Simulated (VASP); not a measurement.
**B: single point with PBE**

B:

```xyz
2
Lattice="-2.0257 0.0000 2.0257 0.0000 2.0257 2.0257 -2.0257 2.0257 0.0000" Properties=species:S:1:pos:R:3 pbc="T T T"
B     0.0000    0.0000    0.0000
B    -1.0129    1.0129    1.0129
```

```yaml
Program: VASP 6.6.1
Task: single point
Functional: PBE
Potentials_or_basis: VASP PAW PBE potentials, release 64 (B)
Cutoff: 500 eV
k_mesh: 6 × 6 × 6
Occupations: fermi-dirac, width 0.1 eV
Spin: no spin polarisation
Dipole_correction: no
Further_INCAR_settings: ALGO = Normal; EDIFF = 1e-06; NBANDS = 10
```

```yaml
Pressure: 0.6 GPa
Band_gap_on_the_k_mesh: zero (band 3 reaches 7.79 eV, above the bottom of band 4 at 1.12 eV)
```

Levels at points of the mesh, in eV from the Fermi level:
| k point | band 1 | band 2 | band 3 | band 4 | band 5 | band 6 | band 7 | band 8 |
| --- | --- | --- | --- | --- | --- | --- | --- | --- |
| (0.00, 0.00, 0.00) | -12.84 | 4.07 | 4.07 | 4.07 | 8.21 | 8.21 | 8.21 | 16.56 |
| (0.50, 0.00, 0.00) | -8.00 | -6.97 | 1.73 | 1.73 | 10.27 | 10.27 | 11.93 | 15.83 |
| (0.50, 0.50, 0.00) | -5.93 | -5.93 | -1.25 | -1.25 | 7.24 | 7.24 | 18.23 | 18.23 |

It took 2.7 s on 1 thread of Intel(R) Xeon(R) Platinum 8488C (Sapphire Rapids) (shared host), peak memory 0.12 GiB.

Caveat: the k points lie up to 0.45 Å⁻¹ apart.
